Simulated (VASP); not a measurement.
Set up this calculation in VASP 6.6.1, as the native input.

| Item | Value |
| --- | --- |
| Task | single point |
| Functional | LDA |
| Potentials or basis | VASP PAW LDA potentials, release 64 (Sr_sv) |
| Cutoff | 520 eV |
| k mesh | 8 × 8 × 8 |
| Occupations | fermi-dirac, width 0.05 eV |
| Spin | no spin polarisation |
| Dipole correction | no |
| Further INCAR settings | ALGO = Fast; EDIFF = 1e-06; NBANDS = 11 |

The structure of Sr lies in POSCAR:

```
Sr
1.0
    0.0000000000      3.0624986004      3.0624986004
    3.0624986004      0.0000000000      3.0624986004
    3.0624986004      3.0624986004      0.0000000000
Sr
1
Direct
    0.0000000000      0.0000000000      0.0000000000
```

This cell differs from its parent crystal: volume scaled by 1.02.

These files were run (other wordings do the same):

INCAR

```
PREC = Accurate
ENCUT = 520
EDIFF = 1E-6
ISMEAR = -1
SIGMA = 0.05
LREAL = False
LASPH = True
NELM = 80
ALGO = Fast
ISIF = 2
LWAVE = False
LCHARG = False
NBANDS = 11
```

KPOINTS

```
regular mesh
0
Gamma
  8 8 8
```

Potentials or basis: VASP PAW LDA potentials, release 64 (Sr_sv).

The run is started by

```sh
$ cat potpaw_LDA.64/Sr_sv/POTCAR > POTCAR
$ mpirun -np 1 vasp_std > vasp.out
```

It gave:

| Property | Result |
| --- | --- |
| Pressure | -1.8 GPa |
| Band gap on the k mesh | zero (band 5 reaches 1.37 eV, above the bottom of band 6 at 1.31 eV) |

Run time: 12 s on 1 thread of AMD EPYC 7R43 64-Core Processor (Zen 3) (shared host), peak memory 0.13 GiB.
